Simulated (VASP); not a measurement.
Input of a VASP 6.6.1 run:

The input INCAR:

```
SYSTEM = ZnS
PREC = Accurate
ENCUT = 500
EDIFF = 1E-6
ISMEAR = 0
SIGMA = 0.02
LREAL = .False.
LASPH = .True.
NELM = 120
ALGO = Normal
ISIF = 2
LWAVE = .False.
LCHARG = .True.
GGA = CA
LELF = .True.
LVHAR = .True.
NBANDS = 16
GGA_COMPAT = .False.
```

KPOINTS

```
Automatic mesh
0
Gamma
  10 10 10
  0 0 0
```

File POSCAR:

```
ZnS
1.0
    0.0000000000      2.6484690878      2.6484690878
    2.6484690878      0.0000000000      2.6484690878
    2.6484690878      2.6484690878      0.0000000000
Zn S
1 1
Direct
    0.2500000000      0.2500000000      0.2500000000
    0.0000000000      0.0000000000      0.0000000000
```

Potentials or basis: VASP PAW LDA potentials, release 64 (Zn, S).

The run is started by

```bash
$ cat potpaw_LDA.64/Zn/POTCAR potpaw_LDA.64/S/POTCAR > POTCAR
$ mpirun -np 1 vasp_std > vasp.out
```

Task: What does it give for the pressure?

Result: 0.2 GPa.

Task: Predict the band gap on the k mesh.

Result: 2.16 eV.

**Experimental background.**

From “Electronic, vibrational, and thermodynamic properties of ZnS (zincblende and rocksalt structure)”, 2009, arxiv:0911.5022, for a bulk crystal of ZnS at 19 K: band gap 3.85 eV (direct).

A measured gap of ZnS is 3.85 eV (direct; 19 K; quoted in “Electronic, vibrational, and thermodynamic properties of ZnS (zincblende and rocksalt structure)”, 2009, arxiv:0911.5022); the calculated 2.16 eV misses it by -1.69 eV. The value is that of LDA, without temperature or zero-point motion. Semilocal functionals fall short of measured gaps as a rule.
